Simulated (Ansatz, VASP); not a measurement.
**Two plane-wave programs on RbCl**

```xyz
2
Lattice="0.0000 3.3087 3.3087 3.3087 0.0000 3.3087 3.3087 3.3087 0.0000" Properties=species:S:1:pos:R:3 pbc="T T T"
Rb    0.0000    0.0000    0.0000
Cl    3.3087    3.3087    3.3087
```

Alike in both runs: task single point; functional PBE; k mesh 4 × 4 × 4; occupations gaussian, width 0.1 eV; no spin polarisation.

|  | VASP | Ansatz |
| --- | --- | --- |
| version | VASP 6.6.1 | Ansatz 0.2.0 |
| potentials or method | VASP PAW PBE potentials, release 64 (Rb_sv, Cl), cutoff 500 eV | scalar-relativistic, plane waves, PAW |
| valence electrons in the cell | 16 | 16 |

```csv
,VASP,Ansatz,Ansatz less VASP
gap on the k mesh at the Fermi level (eV),4.95,4.95,+0.003
least direct gap on the mesh (eV),4.95,4.95,+0.003
pressure (GPa),0.6,0.6,0.00
```

With one functional, cell and mesh, what is left measures potentials, basis and numerics.
